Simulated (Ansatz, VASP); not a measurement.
One calculation of H6C2O, two programs

```
C O H
1.0
     7.29363    0.00000    0.00000
     0.00000    7.29363    0.00000
     0.00000    0.00000    7.29363
C O H
8 4 24
Cartesian
  1.5089 3.7981 2.2198
  0.3579 4.7546 2.0192
  4.3231 2.0866 5.1063
  5.6065 1.3651 5.4611
  2.4016 5.2320 6.4012
  1.0669 5.0671 5.7150
  4.0192 -0.0153 1.5807
  2.8820 0.9576 1.3724
  -0.8274 3.9714 1.8203
  5.4342 -0.0263 5.1766
  0.9138 3.6894 5.3648
  1.6295 0.2618 1.3864
  -1.5587 4.5835 1.6481
  0.2559 5.4318 2.8805
  0.5606 5.3839 1.1444
  2.4554 4.3330 2.3538
  1.3472 3.1643 3.1004
  1.5991 3.1633 1.3318
  6.2626 -0.4815 5.3976
  6.4443 1.7712 4.8685
  5.8504 1.5196 6.5261
  4.4045 3.1578 5.3202
  4.0973 1.9619 4.0428
  3.4841 1.6864 5.6861
  0.0533 3.5839 4.9284
  0.2516 5.3758 6.3946
  1.0287 5.7147 4.8233
  2.5207 6.2665 6.7284
  2.4618 4.5857 7.2820
  3.2207 4.9735 5.7222
  0.9200 0.9157 1.2679
  2.9044 1.7019 2.1775
  3.0004 1.5011 0.4206
  4.9700 0.5269 1.5996
  3.8947 -0.5348 2.5373
  4.0549 -0.7504 0.7720
```

Alike in both runs: functional PBE; dispersion D3(BJ); k mesh 1 × 1 × 1; occupations fermi-dirac, width 0.02 eV; no spin polarisation.

Ansatz relaxed the structure, and its values are those at the end. VASP's run is a single point on that final structure, the one shown.

|  | VASP | Ansatz |
| --- | --- | --- |
| version | VASP 6.6.1 | Ansatz 0.2.0 |
| potentials or method | VASP PAW PBE potentials, release 64 (C_h, O_h, H_h), cutoff 910 eV | scalar-relativistic, plane waves, PAW |
| valence electrons in the cell | 80 | 80 |

Ansatz gave:

```
gap on the k mesh at the Fermi level (eV) : 4.62
rms of the force components (eV/Å)        : 0.060
```

**Question.** Estimate VASP's values.

**Answer.** gap on the k mesh at the Fermi level (eV): 4.63; rms of the force components (eV/Å): 0.062.

Ansatz's warnings: xc potential rough in thin density.

Noted on VASP's run: the cutoff is short for stress, so the pressure is rough.
